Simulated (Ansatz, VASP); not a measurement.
One calculation of GeMo, two programs

Contents of INCAR:

```
PREC = Accurate ; ENCUT = 520
EDIFF = 1E-7 ; ISMEAR = 0
SIGMA = 0.1 ; LREAL = F
LASPH = T ; NELM = 150
ALGO = Normal ; ISIF = 2
LWAVE = F ; LCHARG = F
ISPIN = 2 ; MAGMOM = 0 1
LORBIT = 11 ; LMAXMIX = 4
GGA = PE ; NBANDS = 25
```

File KPOINTS:

```
Automatic mesh
0
Gamma
  6 6 4
```

Contents of POSCAR:

```
GeMo
1.0
    2.8308174516      0.0000000000      0.0000000000
   -1.4154087258      2.4515598266      0.0000000000
    0.0000000000      0.0000000000      5.1028050447
Ge Mo
1 1
Direct
    0.0000000000      0.0000000000      0.0000000000
    0.0000000000      0.0000000000      0.5000000000
```

Input for Ansatz:

```yaml
crystal:
  lattice:
    - [2.8308174516, 0.0, 0.0]
    - [-1.4154087258, 2.4515598266, 0.0]
    - [0.0, 0.0, 5.1028050447]
  atoms:
    - { symbol: Ge, position: [0.0, 0.0, 0.0] }
    - { symbol: Mo, position: [0.0, 0.0, 0.5], spin: 1.0 }
basis:
  ecutwfc: 420
kpoints:
  mp_grid: { grid: [6, 6, 4] }
hamiltonian:
  xc: pbe
scf:
  occupations: { method: gaussian, width: 0.1 }
  lower_state_search: "off"
output:
  forces: true
  stress: true
  eigenvalues: true
  populations: true
magnetization:
  spin_polarized: true
```

Alike in both runs: task single point; functional PBE; k mesh 6 × 6 × 4; occupations gaussian, width 0.1 eV; collinear spin.

|  | VASP | Ansatz |
| --- | --- | --- |
| version | VASP 6.6.1 | Ansatz 0.2.0 |
| potentials or method | VASP PAW PBE potentials, release 64 (Ge_d, Mo_sv), cutoff 520 eV | scalar-relativistic, plane waves, PAW |
| valence electrons in the cell | 28 | 28 |

Ansatz gave:

```
gap on the k mesh at the Fermi level (eV)                     : none
pressure (GPa)                                                : 0.1
traceless stress, the component that is largest in VASP (GPa) : -0.09
net moment per atom (μB)                                      : 0.00
```

What did VASP give for the same quantities?

gap on the k mesh at the Fermi level (eV): none; pressure (GPa): 0.3; traceless stress, the component that is largest in VASP (GPa): -0.02; net moment per atom (μB): 0.00.

A gap of «none» marks a metal or a gap that the smearing closes. Ansatz's warnings: seeded moment not kept.

The k mesh is coarse, so the values compare programs but aren't converged.
